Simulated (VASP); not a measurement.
# TiAl (P-6m2) in VASP: notebook

The runs below take TiAl through single point, with PBEsol.

Everything below comes from runs of VASP 6.6.1. Logs are shortened: lines on timing, memory, paths and dates and some standing lists are left out, and cuts for length are marked.

### 1 The cell of the first run

Symmetry: P-6m2, No. 187, hexagonal system. Conventional cell: a = 2.867 Å, b = 2.867 Å, c = 4.818 Å, α = 90.00°, β = 90.00°, γ = 120.00°. Within 3.8 Å of Ti (site symmetry -6m2) lie 6 Ti at 2.87 Å and 6 Al at 2.92 Å. Al (site symmetry -6m2) has 6 Al at 2.87 Å and 6 Ti at 2.92 Å within 3.8 Å.

### 2 Single point, PBEsol (strain +0.000 along x and y, +0.030 along z)

Contents of INCAR:

```
PREC     = Accurate       # precision mode
ENCUT    = 520            # plane-wave cutoff, eV
EDIFF    = 1E-6           # SCF threshold, eV
ISMEAR   = 0              # smearing method
SIGMA    = 0.15           # smearing width, eV
LREAL    = False          # projectors in reciprocal space
LASPH    = True           # aspherical terms in the spheres
NELM     = 60             # most SCF steps
ALGO     = Fast           # electronic algorithm
ISIF     = 2              # what is computed and relaxed
LWAVE    = False          # write WAVECAR
LCHARG   = False          # write CHGCAR
GGA      = PS             # functional
NBANDS   = 14             # bands
```

Contents of KPOINTS:

```
Automatic mesh
0
Gamma
  18 18 10
```

Contents of POSCAR:

```
TiAl
1.0
    2.8672622327      0.0000000000      0.0000000000
   -1.4336311163      2.4831219328      0.0000000000
    0.0000000000      0.0000000000      4.8184254900
Ti Al
1 1
Direct
    0.0000000000      0.0000000000      0.0000000000
    0.3333333333      0.6666666667      0.5000000000
```

Potentials or basis: VASP PAW PBE potentials, release 64 (Ti_sv, Al).

On the command line:

```console
> cat potpaw_PBE.64/Ti_sv/POTCAR potpaw_PBE.64/Al/POTCAR > POTCAR
> mpirun -np 1 vasp_std > vasp.out
```

OUTCAR:

```text
PREC = Accurate
   ENCUT = 520
   EDIFF = 1E-6
   ISMEAR = 0
   LREAL = False
   LASPH = True
   NELM = 60
   ISIF = 2
   GGA = PS

 ion  position               nearest neighbor table
   1  0.000  0.000  0.000-   2 2.92   2 2.92   2 2.92   2 2.92   2 2.92   2 2.92
   2  0.333  0.667  0.500-   1 2.92   1 2.92   1 2.92   1 2.92   1 2.92   1 2.92

  LATTYP: Found a hexagonal cell.
 ALAT       =     2.8672622327
 C/A-ratio  =     1.6804969685

  Lattice vectors:

 A1 = (   2.8672622327,   0.0000000000,   0.0000000000)
 A2 = (  -1.4336311163,   2.4831219328,   0.0000000000)
 A3 = (   0.0000000000,   0.0000000000,   4.8184254900)

Analysis of symmetry for initial positions (statically):
=====================================================================
 Subroutine PRICEL returns:
 Original cell was already a primitive cell.

 Routine SETGRP: Setting up the symmetry group for a
 hexagonal supercell.

 Subroutine GETGRP returns: Found 12 space group operations
 (whereof 12 operations were pure point group operations)
 out of a pool of 24 trial point group operations.

The static configuration has the point symmetry D_3h.

Analysis of symmetry for dynamics (positions and initial velocities):
=====================================================================
 Subroutine PRICEL returns:
 Original cell was already a primitive cell.

 Routine SETGRP: Setting up the symmetry group for a
 hexagonal supercell.

 Subroutine GETGRP returns: Found 12 space group operations
 (whereof 12 operations were pure point group operations)
 out of a pool of 24 trial point group operations.

The dynamic configuration has the point symmetry D_3h.

 Subroutine INISYM returns: Found 12 space group operations
 (whereof 12 operations are pure point group operations),
 and found     1 'primitive' translations

----------------------------------------------------------------------------------------

                                     Primitive cell

  volume of cell :      34.3060

  direct lattice vectors                    reciprocal lattice vectors
     2.867262233  0.000000000  0.000000000     0.348764751  0.201359423  0.000000000
    -1.433631116  2.483121933  0.000000000     0.000000000  0.402718846  0.000000000
     0.000000000  0.000000000  4.818425490     0.000000000  0.000000000  0.207536674

  length of vectors
     2.867262233  2.867262233  4.818425490     0.402718846  0.402718846  0.207536674

  position of ions in fractional coordinates (direct lattice)
     0.000000000  0.000000000  0.000000000
     0.333333333  0.666666667  0.500000000

  ion indices of the primitive-cell ions
   primitive index   ion index
                 1           1
                 2           2

----------------------------------------------------------------------------------------

 KPOINTS: Automatic mesh

Automatic generation of k-mesh.
 Grid dimensions read from file:
 generate k-points for:   18   18   10

 Generating k-lattice:

  Cartesian coordinates                     Fractional coordinates (reciprocal lattice)
     0.019375820  0.011186635  0.000000000     0.055555556 -0.000000000  0.000000000
     0.000000000  0.022373269  0.000000000     0.000000000  0.055555556  0.000000000
     0.000000000  0.000000000  0.020753667     0.000000000  0.000000000  0.100000000

  Length of vectors
     0.022373269  0.022373269  0.020753667

  Shift w.r.t. Gamma in fractional coordinates (k-lattice)
     0.000000000  0.000000000  0.000000000

 Subroutine IBZKPT returns following result:
 ===========================================

 Found    222 irreducible k-points:

 Following reciprocal coordinates:
            Coordinates               Weight
  0.000000  0.000000  0.000000      1.000000
  0.055556  0.000000  0.000000      6.000000
  0.111111  0.000000  0.000000      6.000000
  0.166667 -0.000000  0.000000      6.000000
  0.222222  0.000000  0.000000      6.000000
  0.277778 -0.000000  0.000000      6.000000
[... 16 lines left out ...]
  0.333333  0.111111  0.000000     12.000000
  0.388889  0.111111  0.000000     12.000000
 [... further k-points ...]
   k-points           NKPTS =    222   k-points in BZ     NKDIM =    222   number of bands    NBANDS=     14
   number of dos      NEDOS =    301   number of ions     NIONS =      2
   total plane-waves  NPLWV =  20736
   dimension x,y,z NGX =    24 NGY =   24 NGZ =   36
   dimension x,y,z NGXF=    48 NGYF=   48 NGZF=   72
   ions per type =               1   1
   NGX,Y,Z   is equivalent  to a cutoff of  13.92, 13.92, 12.42 a.u.
   NGXF,Y,Z  is equivalent  to a cutoff of  27.83, 27.83, 24.84 a.u.
 SYSTEM =  unknown system
   PREC   = accura    normal or accurate (medium, high low for compatibility)
   ISTART =      0    job   : 0-new  1-cont  2-samecut
   ICHARG =      2    charge: 1-file 2-atom 10-const
   ISPIN  =      1    spin polarized calculation?
   LNONCOLLINEAR =      F non collinear calculations
   LSORBIT =      F    spin-orbit coupling
   LASPH  =      T    aspherical Exc in radial PAW
   ENCUT  =  520.0 eV  38.22 Ry    6.18 a.u.   5.33  5.33  8.96*2*pi/ulx,y,z
   NELM   =     60;   NELMIN=  2; NELMDL= -5     # of ELM steps
   EDIFF  = 0.1E-05   stopping-criterion for ELM
   LREAL  =      F    real-space projection
   EDIFFG = 0.1E-04   stopping-criterion for IOM
   NSW    =      0    number of steps for IOM
   IBRION =     -1    ionic relax: 0-MD 1-quasi-New 2-CG
   NFREE  =      0    steps in history (QN), initial steepest desc. (CG)
   ISIF   =      2    stress and relaxation
   ISYM   =      2    0-nonsym 1-usesym 2-fastsym
   POTIM  = 0.5000    time-step for ionic-motion
   TEBEG  =    0.0;   TEEND  =   0.0 temperature during run
   PSTRESS=    0.0 pullay stress
   NELECT =      15.0000    total number of electrons
   NUPDOWN=      -1.0000    fix difference up-down
   EMIN   =  10.00;   EMAX   =-10.00  energy-range for DOS
   EFERMI =   0.00;   METHOD = LEGACY
   ISMEAR =     0;   SIGMA  =   0.15  broadening in eV -4-tet -1-fermi 0-gaus
   EFERMI_NEDOS =   21; number of points for ismear=-14 and -15
   IALGO  =     68    algorithm
   IMIX   =      4    mixing-type and parameters
     AMIX     =   0.40;   BMIX     =  1.00
     AMIX_MAG =   1.60;   BMIX_MAG =  1.00
  volume/ion in A,a.u.               =      17.15       115.75
  Fermi-wavevector in a.u.,A,eV,Ry     =   1.242553  2.348085 21.006563  1.543939
  Thomas-Fermi vector in A             =   2.376903
   LORBIT       =      0    0 simple, 1 ext, 2 COOP (PROOUT), +10 PAW based schemes
   GGA     = PS    functional components
   LHFCALC =     F    Hartree Fock is set to
   AEXX    =    0.0000 exact exchange contribution
   IVDW    =     0    specifies the selected vdW correction
   LEPSILON=     F    determine dielectric tensor
   LRPA    =     F    only Hartree local field effects (RPA)
 non-spin polarized calculation
 RMM-DIIS sequential band-by-band and
 Gauss-broadening in eV      SIGMA  =   0.15
  energy-cutoff  :      520.00
  volume of cell :       34.31
 maximum number of plane-waves:       942
 NGX is ok and might be reduce to    24
   NGX = 11   NGY = 11   NGZ = 17

 number of electron      15.0000002 magnetization

 Free energy of the ion-electron system (eV)
  ---------------------------------------------------
  ext. energy  EPLUGINS =         0.00000000
  ---------------------------------------------------
  free energy    TOTEN  =       -12.89726417 eV

  energy without entropy =      -12.87089690  energy(sigma->0) =      -12.88408053

 E-fermi :   7.5066     XC(G=0): -10.9053

 val. band max:        7.5035513404   @ k =   0.3333   0.3333   0.3000
 cond. band min:       7.5082914740   @ k =   0.3333   0.3333   0.2000
 fundamental gap:      0.0047401336
 Fermi energy:         7.5066127335

 k-point     1 :       0.0000    0.0000    0.0000
  band No.  band energies     occupation
      1     -48.8549      2.00000
      2     -25.2745      2.00000
      3     -24.8467      2.00000
      4     -24.8467      2.00000
      5      -1.3421      2.00000
      6       5.0993      2.00000
      7       5.4701      2.00000
      8       8.7594      0.00000
      9       8.7594      0.00000
     10      10.2432      0.00000
     11      10.2432      0.00000
     12      10.9144      0.00000
     13      20.4436      0.00000
     14      20.4436      0.00000

 k-point     2 :       0.0556    0.0000    0.0000
  band No.  band energies     occupation
      1     -48.8520      2.00000
      2     -25.2717      2.00000
      3     -24.8647      2.00000
      4     -24.8508      2.00000
      5      -1.2656      2.00000
      6       5.1858      2.00000
      7       5.4872      2.00000
      8       8.6870      0.00000
      9       8.8221      0.00000
     10      10.2223      0.00000
     11      10.2500      0.00000
     12      10.9347      0.00000
     13      19.0794      0.00000
     14      19.6384      0.00000

 k-point     3 :       0.1111    0.0000    0.0000
  band No.  band energies     occupation
      1     -48.8437      2.00000
      2     -25.2637      2.00000
      3     -24.9164      2.00000
      4     -24.8625      2.00000
      5      -1.0370      2.00000
      6       5.4353      2.00000
      7       5.5363      2.00000
      8       8.4889      0.00000
      9       9.0064      0.00000
     10      10.1629      0.00000
     11      10.2751      0.00000
     12      10.9921      0.00000
     13      17.2066      0.00000
     14      18.7095      0.00000
[... 324 lines left out ...]
 k-point    23 :       0.3333    0.1111    0.0000
  band No.  band energies     occupation
      1     -48.7665      2.00000
      2     -25.3463      2.00000
      3     -25.1886      2.00000
      4     -25.0041      2.00000
      5       2.4110      2.00000
      6       6.0587      2.00000
      7       6.3731      2.00000
      8       7.0905      1.99991
      9       9.2066      0.00000
     10      10.2165      0.00000
     11      11.3753      0.00000
     12      11.5658      0.00000
     13      12.5528      0.00000
     14      13.7270      0.00000

 k-point    24 :       0.3889    0.1111    0.0000
  band No.  band energies     occupation
      1     -48.7586      2.00000
      2     -25.3885      2.00000
      3     -25.1809      2.00000
      4     -25.0189      2.00000
      5       3.3850      2.00000
      6       5.6457      2.00000
      7       6.1263      2.00000
      8       6.7418      2.00000
      9       9.0856      0.00000
     10      10.4501      0.00000
     11      11.3383      0.00000
     12      11.9027      0.00000
     13      12.8876      0.00000
     14      13.7753      0.00000

 [... further k-points ...]
[... 5 lines left out ...]
  --------------------------------------------------------------------------------------
  -------------------------------------------------------------------------------------
  Total       -0.8466549     -0.8466549     -2.0657574     -0.0000000      0.0000000     -0.0000000
  in kB      -39.5408842    -39.5408842    -96.4760007     -0.0000000      0.0000000     -0.0000000
  external PRESSURE =     -58.5192563 kB  Pullay stress =       0.0000000 kB

 VOLUME and BASIS-vectors are now :
 -----------------------------------------------------------------------------
  energy-cutoff  :      520.00
  volume of cell :       34.31
      direct lattice vectors                 reciprocal lattice vectors
     2.867262233  0.000000000  0.000000000     0.348764751  0.201359423  0.000000000
    -1.433631116  2.483121933  0.000000000     0.000000000  0.402718846  0.000000000
     0.000000000  0.000000000  4.818425490     0.000000000  0.000000000  0.207536674

 POSITION                                       TOTAL-FORCE (eV/Angst)
 -----------------------------------------------------------------------------------
      0.00000      0.00000      0.00000         0.000000      0.000000      0.000000
     -0.00000      1.65541      2.40921         0.000000     -0.000000      0.000000
 -----------------------------------------------------------------------------------
    total drift:                                0.000000     -0.000000      0.000000

  FREE ENERGIE OF THE ION-ELECTRON SYSTEM (eV)
  ---------------------------------------------------
  free  energy   TOTEN  =       -12.8972641718 eV

  energy  without entropy=      -12.8708968959  energy(sigma->0) =      -12.88408053
```

Wall time 1.8 min (1 thread of Intel Xeon Platinum 8488C (Sapphire Rapids), shared host); peak memory 0.24 GiB.

What came out:

* Free energy: -12.8973 eV
* Pressure: -5.9 GPa

Stress tensor (GPa, compression positive):
```
-3.95  0.00  0.00
 0.00 -3.95  0.00
 0.00  0.00 -9.65
```

Caveat: the cell differs from its parent crystal (strain +0.000 along x and y, +0.030 along z); the PAW data sets were made with another functional, which shifts forces and pressure a little.

### 3 Single point, PBEsol (strain +0.030 along x and y, -0.030 along z)

Contents of INCAR:

```
SYSTEM = TiAl
PREC     = Accurate       ! precision mode
ENCUT    = 520            ! plane-wave cutoff, eV
EDIFF    = 1E-7           ! SCF threshold, eV
ISMEAR   = 0              ! smearing method
SIGMA    = 0.15           ! smearing width, eV
LREAL    = .False.        ! projectors in reciprocal space
LASPH    = .True.         ! aspherical terms in the spheres
NELM     = 60             ! most SCF steps
ALGO     = Normal         ! electronic algorithm
ISIF     = 2              ! what is computed and relaxed
LWAVE    = .False.        ! write WAVECAR
LCHARG   = .False.        ! write CHGCAR
GGA      = PS             ! functional
NBANDS   = 14             ! bands
```

Contents of KPOINTS:

```
Automatic mesh
0
Gamma
  18 18 10
  0 0 0
```

Contents of POSCAR:

```
TiAl
1.0
    2.9532800997      0.0000000000      0.0000000000
   -1.4766400498      2.5576155908      0.0000000000
    0.0000000000      0.0000000000      4.5377405100
Ti Al
1 1
Direct
    0.0000000000      0.0000000000      0.0000000000
    0.3333333333      0.6666666667      0.5000000000
```

Potentials or basis: VASP PAW PBE potentials, release 64 (Ti_sv, Al).

On the command line:

```console
> cat potpaw_PBE.64/Ti_sv/POTCAR potpaw_PBE.64/Al/POTCAR > POTCAR
> mpirun -np 1 vasp_std > vasp.out
```

Wall time 45 s (1 thread of Intel Xeon Platinum 8488C (Sapphire Rapids), shared host); peak memory 0.24 GiB.

The run converged. Its results:

```
Free energy : -12.8971 eV
Pressure    : -4.8 GPa
```

Stress tensor (GPa, compression positive):
```
-6.57  0.00  0.00
 0.00 -6.57  0.00
 0.00  0.00 -1.19
```

Levels at points of the mesh, in eV from the Fermi level:
```
           k point  band 4  band 5  band 6  band 7  band 8  band 9  band 10  band 11  band 12  band 13
(0.00, 0.00, 0.00)  -32.45   -8.66   -2.03   -1.32    1.19    1.19     2.49     2.49     4.43    11.99
(0.50, 0.00, 0.00)  -32.56   -3.72   -2.91   -1.40   -0.85    1.87     3.61     4.02     4.36     5.49
(0.00, 0.00, 0.50)  -32.45   -7.63   -5.09   -0.11    1.21    1.21     2.37     2.37     7.63    11.64
(0.50, 0.00, 0.50)  -32.56   -3.65   -2.28   -1.75    0.40    1.01     1.60     3.25     3.61     6.15
```

Caveat: the cell differs from its parent crystal (strain +0.030 along x and y, -0.030 along z); the PAW data sets were made with another functional, which shifts forces and pressure a little.
